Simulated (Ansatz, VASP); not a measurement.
Two plane-wave programs on Pd

INCAR

```
SYSTEM = Pd
PREC = Accurate
ENCUT = 520
EDIFF = 1E-7
ISMEAR = 0
SIGMA = 0.1
LREAL = .FALSE.
LASPH = .TRUE.
NELM = 60
ALGO = Normal
ISIF = 2
LWAVE = .FALSE.
LCHARG = .TRUE.
GGA = PE
LELF = .TRUE.
LVHAR = .TRUE.
NBANDS = 11
```

KPOINTS

```
regular mesh
0
G
  18 18 18
  0 0 0
```

Contents of POSCAR:

```
Pd
1.0
   -1.5964784046      1.5964784046      1.5964784046
    1.5964784046     -1.5964784046      1.5964784046
    1.5964784046      1.5964784046     -1.5964784046
Pd
1
Direct
    0.0000000000      0.0000000000      0.0000000000
```

Input for Ansatz:

```yaml
crystal:
  lattice:
    - [-1.5964784046, 1.5964784046, 1.5964784046]
    - [1.5964784046, -1.5964784046, 1.5964784046]
    - [1.5964784046, 1.5964784046, -1.5964784046]
  atoms:
    - { symbol: Pd, position: [0.0, 0.0, 0.0] }
basis:
  ecutwfc: 420
kpoints:
  mp_grid: { grid: [18, 18, 18] }
hamiltonian:
  xc: pbe
scf:
  occupations: { method: gaussian, width: 0.1 }
output:
  forces: true
  stress: true
  eigenvalues: true
```

Alike in both runs: task single point; functional PBE; k mesh 18 × 18 × 18; occupations gaussian, width 0.1 eV; no spin polarisation.

|  | VASP | Ansatz |
| --- | --- | --- |
| version | VASP 6.6.1 | Ansatz 0.2.0 |
| potentials or method | VASP PAW PBE potentials, release 64 (Pd), cutoff 520 eV | scalar-relativistic, plane waves, PAW |
| valence electrons in the cell | 10 | 18 |

```csv
,VASP,Ansatz,Ansatz less VASP
gap on the k mesh at the Fermi level (eV),none,none,-
pressure (GPa),-7.7,-7.5,+0.22
```

A gap of «none» marks a metal or a gap that the smearing closes. The functional is the same, so the differences come from potentials, cutoffs and numerics. VASP's potentials hold 10 valence electrons a cell and Ansatz's 18, so a difference there can come from the potentials and not from the codes.
